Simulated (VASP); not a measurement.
# In (I-42d) in VASP: further runs, part 2 of 2

VASP 6.6.1.

**3. Single point, PBE**

This run uses another cell than the first one, of 27.73 Å³/atom.

File INCAR:

```
PREC = Accurate ; ENCUT = 520
EDIFF = 1E-7 ; ISMEAR = 0
SIGMA = 0.1 ; LREAL = False
LASPH = True ; NELM = 60
ALGO = Fast ; ISIF = 2
LWAVE = False ; LCHARG = False
GGA = PE ; NBANDS = 34
```

File KPOINTS:

```
regular mesh
0
Gamma
  12 12 12
```

File POSCAR:

```
In
1.0
   -2.7810958270      2.7810958270      3.5846425797
    2.7810958270     -2.7810958270      3.5846425797
    2.7810958270      2.7810958270     -3.5846425797
In
4
Direct
    0.8750000000      0.3752354300      1.0002354300
    0.3750000000      0.8747645700     -0.0002354300
    0.6247645700      0.6250000000      0.4997645700
    0.1252354300      0.1250000000      0.5002354300
```

Potentials or basis: VASP PAW PBE potentials, release 64 (In_d).

Launch:

```
> cat potpaw_PBE.64/In_d/POTCAR > POTCAR
> mpirun -np 1 vasp_std > vasp.out
```

OUTCAR:

```text
PREC = Accurate
   ENCUT = 520
   EDIFF = 1E-7
   ISMEAR = 0
   LREAL = False
   LASPH = True
   NELM = 60
   ISIF = 2
   GGA = PE

 ion  position               nearest neighbor table
   1  0.875  0.375  0.000-   3 3.31   4 3.31   3 3.31   4 3.31   4 3.31   4 3.31   3 3.31   3 3.31
                             2 3.58   2 3.58   2 3.93   2 3.93   2 3.93   2 3.93
   2  0.375  0.875  1.000-   3 3.31   3 3.31   4 3.31   4 3.31   4 3.31   3 3.31   4 3.31   3 3.31
                             1 3.58   1 3.58   1 3.93   1 3.93   1 3.93   1 3.93
   3  0.625  0.625  0.500-   2 3.31   2 3.31   1 3.31   1 3.31   1 3.31   2 3.31   2 3.31   1 3.31
                             4 3.58   4 3.58   4 3.93   4 3.93   4 3.93   4 3.93
   4  0.125  0.125  0.500-   2 3.31   1 3.31   2 3.31   1 3.31   1 3.31   1 3.31   2 3.31   2 3.31
                             3 3.58   3 3.58   3 3.93   3 3.93   3 3.93   3 3.93

  LATTYP: Found a body centered tetragonal cell.
 ALAT       =     5.5621916540
 C/A-ratio  =     1.2889317027

  Lattice vectors:

 A1 = (  -2.7810958270,   2.7810958270,   3.5846425797)
 A2 = (   2.7810958270,  -2.7810958270,   3.5846425797)
 A3 = (   2.7810958270,   2.7810958270,  -3.5846425797)

Analysis of symmetry for initial positions (statically):
[... 175 lines left out ...]
  ---------------------------------------------------
  free energy    TOTEN  =       -10.19785010 eV

  energy without entropy =      -10.18619874  energy(sigma->0) =      -10.19202442

 E-fermi :   6.9096     XC(G=0):  -9.9818

 val. band max:        6.9043062839   @ k =  -0.2500  -0.3333   0.1667
 cond. band min:       6.9109720771   @ k =  -0.3333   0.5000   0.0833
 fundamental gap:      0.0066657932
 Fermi energy:         6.9095829879

 k-point     1 :       0.0000    0.0000    0.0000
  band No.  band energies     occupation
      1      -7.8442      2.00000
      2      -7.8200      2.00000
      3      -7.7829      2.00000
      4      -7.7134      2.00000
      5      -7.7134      2.00000
      6      -7.6635      2.00000
[... 877 lines left out ...]
     33      12.2813      0.00000
     34      13.0228      0.00000

 [... further k-points ...]
[... 5 lines left out ...]
  --------------------------------------------------------------------------------------
  -------------------------------------------------------------------------------------
  Total       -0.0425074     -0.0425074     -0.0450285      0.0000000      0.0000000      0.0000000
  in kB       -0.6140980     -0.6140980     -0.6505193      0.0000000      0.0000000      0.0000000
  external PRESSURE =      -0.6262385 kB  Pullay stress =       0.0000000 kB

 VOLUME and BASIS-vectors are now :
 -----------------------------------------------------------------------------
  energy-cutoff  :      520.00
  volume of cell :      110.90
      direct lattice vectors                 reciprocal lattice vectors
    -2.781095827  2.781095827  3.584642580     0.000000000  0.179785247  0.139483920
     2.781095827 -2.781095827  3.584642580     0.179785247  0.000000000  0.139483920
     2.781095827  2.781095827 -3.584642580     0.179785247  0.179785247  0.000000000

 POSITION                                       TOTAL-FORCE (eV/Angst)
 -----------------------------------------------------------------------------------
     -1.38924      1.39055      4.48080        -0.002154     -0.000000      0.000000
      4.17033      1.39055      0.89616         0.002154     -0.000000     -0.000000
      1.39055      1.38924      2.68848        -0.000000      0.002154     -0.000000
      1.39055      1.39186     -0.89616        -0.000000     -0.002154      0.000000
 -----------------------------------------------------------------------------------
    total drift:                               -0.000000     -0.000000     -0.000000

  FREE ENERGIE OF THE ION-ELECTRON SYSTEM (eV)
  ---------------------------------------------------
  free  energy   TOTEN  =       -10.1978500951 eV

  energy  without entropy=      -10.1861987395  energy(sigma->0) =      -10.19202442
```

stdout:

```text
POSCAR found type information on POSCAR In
 POSCAR found :  1 types and       4 ions
 scaLAPACK will be used
 LDA part: xc-table for (Slater+PW92), standard interpolation
 POSCAR, INCAR and KPOINTS ok, starting setup
 FFT: planning ... GRIDC
 FFT: planning ... GRID_SOFT
 FFT: planning ... GRID
 WAVECAR not read
 entering main loop
WARNING in EDDRMM: call to ZHEGV failed, returncode =   8  4     30
WARNING in EDDRMM: call to ZHEGV failed, returncode =   8  4     34
WARNING in EDDRMM: call to ZHEGV failed, returncode =   8  4     33
```

Wall time 8.8 min (1 thread of AMD EPYC 9R45 (Zen 5), shared host); peak memory 0.53 GiB.

What came out:

| Item | Value |
| --- | --- |
| Free energy | -10.1979 eV |
| Pressure | -0.1 GPa |
| Band gap on the k mesh | zero (bands 26 and 27 overlap by 1.92 eV) |

Forces on the atoms (eV/Å):
```
In  -0.002  0.000  0.000
In   0.002  0.000  0.000
In   0.000  0.002  0.000
In   0.000 -0.002  0.000
```

Levels at points of the mesh, in eV from the Fermi level:
```
           k point  band 22  band 23  band 24  band 25  band 26  band 27  band 28  band 29  band 30  band 31
(0.00, 0.00, 0.00)    -2.40    -2.40    -0.16    -0.16     0.31     0.34     0.34     0.34     0.34     0.66
(0.50, 0.00, 0.00)    -7.06    -2.64    -2.64    -0.91    -0.90    -0.30    -0.30     3.07     3.08     4.63
(0.50, 0.50, 0.00)    -6.56    -3.69    -3.69    -2.87    -2.87     3.65     3.65     4.40     4.40     5.28
(0.50, 0.50, 0.50)    -5.99    -4.38    -4.38    -3.16    -3.16     3.79     3.79     4.18     4.18     4.18
```

Caveat: spin-orbit coupling is left out, which moves the levels of the heavy elements.

**4. Single point, PBE**

This run uses another cell than the first one, of 27.73 Å³/atom.

File INCAR:

```
SYSTEM = In
PREC = Accurate ; ENCUT = 520
EDIFF = 1E-6 ; ISMEAR = 0
SIGMA = 0.1 ; LREAL = .False.
LASPH = .True. ; NELM = 60
ALGO = Fast ; ISIF = 2
LWAVE = .False. ; LCHARG = .False.
GGA = PE ; NBANDS = 34
```

File KPOINTS:

```
Automatic mesh
0
Gamma
  12 12 12
  0 0 0
```

POSCAR is that of step 3.

Potentials or basis: VASP PAW PBE potentials, release 64 (In_d).

Launch:

```
> cat potpaw_PBE.64/In_d/POTCAR > POTCAR
> mpirun -np 1 vasp_std > vasp.out
```

OUTCAR:

```text
SYSTEM = In
   PREC = Accurate
   ENCUT = 520
   EDIFF = 1E-6
   ISMEAR = 0
   LREAL = .False.
   LASPH = .True.
   NELM = 60
   ISIF = 2
   GGA = PE

 ion  position               nearest neighbor table
   1  0.875  0.375  0.000-   3 3.31   4 3.31   3 3.31   4 3.31   4 3.31   4 3.31   3 3.31   3 3.31
                             2 3.58   2 3.58   2 3.93   2 3.93   2 3.93   2 3.93
   2  0.375  0.875  1.000-   3 3.31   3 3.31   4 3.31   4 3.31   4 3.31   3 3.31   4 3.31   3 3.31
                             1 3.58   1 3.58   1 3.93   1 3.93   1 3.93   1 3.93
   3  0.625  0.625  0.500-   2 3.31   2 3.31   1 3.31   1 3.31   1 3.31   2 3.31   2 3.31   1 3.31
                             4 3.58   4 3.58   4 3.93   4 3.93   4 3.93   4 3.93
   4  0.125  0.125  0.500-   2 3.31   1 3.31   2 3.31   1 3.31   1 3.31   1 3.31   2 3.31   2 3.31
[... 1096 lines left out ...]
  Total       -0.0696916     -0.0696916     -0.0705836      0.0000000      0.0000000      0.0000000
  in kB       -1.0068235     -1.0068235     -1.0197097      0.0000000      0.0000000      0.0000000
  external PRESSURE =      -1.0111189 kB  Pullay stress =       0.0000000 kB

 VOLUME and BASIS-vectors are now :
 -----------------------------------------------------------------------------
  energy-cutoff  :      520.00
  volume of cell :      110.90
      direct lattice vectors                 reciprocal lattice vectors
    -2.781095827  2.781095827  3.584642580     0.000000000  0.179785247  0.139483920
     2.781095827 -2.781095827  3.584642580     0.179785247  0.000000000  0.139483920
     2.781095827  2.781095827 -3.584642580     0.179785247  0.179785247  0.000000000

 POSITION                                       TOTAL-FORCE (eV/Angst)
 -----------------------------------------------------------------------------------
     -1.38924      1.39055      4.48080        -0.002156     -0.000000      0.000000
      4.17033      1.39055      0.89616         0.002156     -0.000000      0.000000
      1.39055      1.38924      2.68848         0.000000      0.002156      0.000000
      1.39055      1.39186     -0.89616         0.000000     -0.002156      0.000000
 -----------------------------------------------------------------------------------
    total drift:                               -0.000000     -0.000000     -0.000000

  FREE ENERGIE OF THE ION-ELECTRON SYSTEM (eV)
  ---------------------------------------------------
  free  energy   TOTEN  =       -10.1978523716 eV

  energy  without entropy=      -10.1862011799  energy(sigma->0) =      -10.19202678
```

stdout:

```text
POSCAR found type information on POSCAR In
 POSCAR found :  1 types and       4 ions
 scaLAPACK will be used
 LDA part: xc-table for (Slater+PW92), standard interpolation
 POSCAR, INCAR and KPOINTS ok, starting setup
 FFT: planning ... GRIDC
 FFT: planning ... GRID_SOFT
 FFT: planning ... GRID
 WAVECAR not read
 entering main loop
```

It took 6 min on 1 thread of AMD EPYC 9R45 (Zen 5), shared host; peak memory 0.52 GiB.

Results:

- Free energy: -10.1979 eV
- Pressure: -0.1 GPa
- Band gap on the k mesh: zero (bands 26 and 27 overlap by 1.92 eV)

Forces on the atoms (eV/Å):
```
In  -0.002  0.000  0.000
In   0.002  0.000  0.000
In   0.000  0.002  0.000
In   0.000 -0.002  0.000
```

Caveat: spin-orbit coupling is left out, which moves the levels of the heavy elements.

**5. Summary**

| cell | k mesh | further INCAR settings | gap on the mesh (eV) | pressure (GPa) |
| --- | --- | --- | --- | --- |
| a = 5.249 Å, angles 110.1, 110.1, 108.1°, 4 atoms, atomic positions A | 4 × 4 × 4 | ALGO = Fast; EDIFF = 1e-06; NBANDS = 34 | none | 0.2 |
| a = 5.322 Å, angles 117.0, 117.0, 95.3°, 4 atoms, atomic positions B | 12 × 12 × 12 | ALGO = Fast; EDIFF = 1e-07; NBANDS = 34 | none | -0.1 |
| a = 5.322 Å, angles 117.0, 117.0, 95.3°, 4 atoms, atomic positions B | 12 × 12 × 12 | ALGO = Fast; EDIFF = 1e-06; NBANDS = 34 | none | -0.1 |

Alike in all rows: task single point; level PBE; potentials or basis VASP PAW PBE potentials, release 64 (In_d); no spin polarisation; cutoff (eV) 520; smearing gaussian 0.1 eV.

Caveats: some runs use coarse meshes; spin-orbit coupling is left out, which moves the levels of the heavy elements.

Absolute energies hang on the potentials; compare differences alone.

The gap in the log of VASP goes by the Fermi energy; the results here count the filled bands.